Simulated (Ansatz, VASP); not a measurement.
**One calculation of Cd, two programs**

```xyz
1
Lattice="-1.7375 1.7375 1.7375 1.7375 -1.7375 1.7375 1.7375 1.7375 -1.7375" Properties=species:S:1:pos:R:3 pbc="T T T"
Cd    0.0000    0.0000    0.0000
```

Alike in both runs: task single point; functional PBE; k mesh 16 × 16 × 16; occupations gaussian, width 0.1 eV; no spin polarisation.

```csv
,VASP,Ansatz
version,VASP 6.6.1,Ansatz 0.2.0
potentials or method,"VASP PAW PBE potentials, release 64 (Cd), cutoff 520 eV","scalar-relativistic, plane waves, PAW"
valence electrons in the cell,12,20
```

Ansatz gave:

- gap on the k mesh at the Fermi level (eV): none
- pressure (GPa): 5.6

Question: What did VASP give for the same quantities?

Answer: gap on the k mesh at the Fermi level (eV): none; pressure (GPa): 6.0.

A gap of «none» marks a metal or a gap that the smearing closes. VASP's potentials hold 12 valence electrons a cell and Ansatz's 20, so a difference there can come from the potentials and not from the codes.
